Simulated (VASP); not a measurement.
A run of VASP 6.6.1 is set up as follows.

File POSCAR:

```
CdSe
1.0
    0.0000000000      3.0677809654      3.0677809654
    3.0677809654      0.0000000000      3.0677809654
    3.0677809654      3.0677809654      0.0000000000
Cd Se
1 1
Direct
    0.0000000000      0.0000000000      0.0000000000
    0.2500000000      0.2500000000      0.2500000000
```

INCAR.step1

```
PREC = Accurate
ENCUT = 520
ISMEAR = 0
SIGMA = 0.01
LREAL = F
LASPH = T
NELM = 100
NBANDS = 16
GGA = PE
ALGO = Normal
EDIFF = 1E-4
LWAVE = T
LCHARG = F
```

Contents of INCAR.step2:

```
PREC = Accurate
ENCUT = 520
EDIFF = 1E-7
ISMEAR = 0
SIGMA = 0.01
LREAL = F
LASPH = T
NELM = 100
ALGO = Normal
ISIF = 2
LWAVE = F
LCHARG = F
METAGGA = R2SCAN
LMIXTAU = T
NBANDS = 16
ISTART = 1
```

Contents of KPOINTS:

```
Automatic mesh
0
Gamma
  6 6 6
```

Potentials or basis: VASP PAW PBE potentials, release 64 (Cd, Se).

Command:

```sh
$ cat potpaw_PBE.64/Cd/POTCAR potpaw_PBE.64/Se/POTCAR > POTCAR
$ cp INCAR.step1 INCAR
$ mpirun -np 1 vasp_std > vasp.out
$ cp INCAR.step2 INCAR
$ mpirun -np 1 vasp_std > vasp.out
```

(1) What does it give for the band gap on the k mesh?

(2) What does it give for the pressure?

Results:

(1) 1.03 eV, direct.

(2) 0.2 GPa.

Caveat: the PAW data sets were made with another functional, which shifts forces and pressure a little.
